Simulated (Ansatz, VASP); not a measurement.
## One calculation of Cu5W, two programs

INCAR

```
PREC = Accurate
ENCUT = 700
EDIFF = 1E-6
ISMEAR = 1
SIGMA = 0.025
LREAL = False
LASPH = True
NELM = 120
ALGO = Normal
ISIF = 2
LWAVE = False
LCHARG = False
GGA = PS
NBANDS = 64
GGA_COMPAT = False
```

Contents of KPOINTS:

```
regular mesh
0
Gamma
  5 5 5
```

The input POSCAR:

```
Cu5W
1.0
    0.0000000000      3.3691140000      3.3691140000
    3.3691140000      0.0000000000      3.3691140000
    3.3691140000      3.3691140000      0.0000000000
W Cu
1 5
Direct
    0.0000000000      0.0000000000      0.0000000000
    0.2500000000      0.2500000000      0.2500000000
    0.6250000000      0.6250000000      0.6250000000
    0.1250000000      0.6250000000      0.6250000000
    0.6250000000      0.6250000000      0.1250000000
    0.6250000000      0.1250000000      0.6250000000
```

Input for Ansatz:

```yaml
crystal:
  lattice:
    - [0.0, 3.369114, 3.369114]
    - [3.369114, 0.0, 3.369114]
    - [3.369114, 3.369114, 0.0]
  atoms:
    - { symbol: W, position: [0.0, 0.0, 0.0] }
    - { symbol: Cu, position: [0.25, 0.25, 0.25] }
    - { symbol: Cu, position: [0.625, 0.625, 0.625] }
    - { symbol: Cu, position: [0.125, 0.625, 0.625] }
    - { symbol: Cu, position: [0.625, 0.625, 0.125] }
    - { symbol: Cu, position: [0.625, 0.125, 0.625] }
  symmetry: { tolerance: 0.0003 }
kpoints:
  mp_grid: { grid: [5, 5, 5], shift: [0, 0, 0] }
magnetization:
  spin_polarized: false
scf:
  occupations: { method: methfessel_paxton, width: 0.025 }
  lower_state_search: "off"
hamiltonian:
  pseudopotentials: { kind: paw }
  xc: pbesol
basis:
  ecutwfc: 420
output:
  forces: true
  stress: true
  eigenvalues: true
```

Alike in both runs: task single point; functional PBEsol; k mesh 5 × 5 × 5; occupations methfessel-paxton of order 1, width 0.025 eV; no spin polarisation.

```csv
,VASP,Ansatz
version,VASP 6.6.1,Ansatz 0.2.0
potentials or method,"VASP PAW PBE potentials, release 64 (W_sv, Cu_sv_GW), cutoff 700 eV",PAW plane waves
valence electrons in the cell,109,109
```

|  | VASP | Ansatz | Ansatz less VASP |
| --- | --- | --- | --- |
| gap on the k mesh at the Fermi level (eV) | none | none | - |
| pressure (GPa) | -12.3 | -8.8 | +3.49 |

VASP's potentials were made for PBE, not for PBEsol. A gap of «none» marks a metal or a gap that the smearing closes. The functional is the same, so the differences come from potentials, cutoffs and numerics.

Spin-orbit coupling is off throughout.
